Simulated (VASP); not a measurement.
Wanted: the native input for a VASP 6.6.1 run.

* Task: single point
* Functional: PBE
* Potentials or basis: VASP PAW PBE potentials, release 64 (Y_sv, Si, F)
* Cutoff: 520 eV
* k mesh: 3 × 3 × 3
* Occupations: gaussian, width 0.1 eV
* Spin: no spin polarisation
* Dipole correction: no
* Further INCAR settings: ALGO = Normal; EDIFF = 1e-07; NBANDS = 33

The structure of Y3Si2F lies in POSCAR:

```
Y3Si2F
1.0
    2.9749872300      1.7176096800      8.3665403800
   -2.9749872300      1.7176096800      8.3665403800
    0.0000000000     -3.4352193500      8.3665403800
Y Si F
3 2 1
Direct
    0.0000000000      0.0000000000      0.0000000000
    0.3360446100      0.3360446100      0.3360446100
    0.6639553900      0.6639553900      0.6639553900
    0.7413685700      0.7413685700      0.7413685700
    0.2586314300      0.2586314300      0.2586314300
    0.5000000000      0.5000000000      0.5000000000
```

These files were run (other wordings do the same):

INCAR

```
PREC = Accurate
ENCUT = 520
EDIFF = 1E-7
ISMEAR = 0
SIGMA = 0.1
LREAL = False
LASPH = True
NELM = 60
ALGO = Normal
ISIF = 2
LWAVE = False
LCHARG = True
GGA = PE
LELF = True
LVHAR = True
NBANDS = 33
```

KPOINTS

```
Automatic mesh
0
Gamma
  3 3 3
```

Potentials or basis: VASP PAW PBE potentials, release 64 (Y_sv, Si, F).

Command:

```sh
$ cat potpaw_PBE.64/Y_sv/POTCAR potpaw_PBE.64/Si/POTCAR potpaw_PBE.64/F/POTCAR > POTCAR
$ mpirun -np 1 vasp_std > vasp.out
```

It gave:

```
Pressure               : 7.2 GPa
Largest force          : 15.106 eV/Å
Band gap on the k mesh : zero (band 24 reaches 0.28 eV, above the bottom of band 25 at -0.46 eV)
```

Caveat: the k points lie up to 0.41 Å⁻¹ apart; forces of over 1 eV/Å act on the atoms, so gaps and moduli don't describe the material at rest.

Wall time 4.9 min on 1 thread of Intel(R) Xeon(R) Platinum 8375C CPU @ 2.90GHz (Ice Lake), with other jobs on the host, peak memory 0.7 GiB.
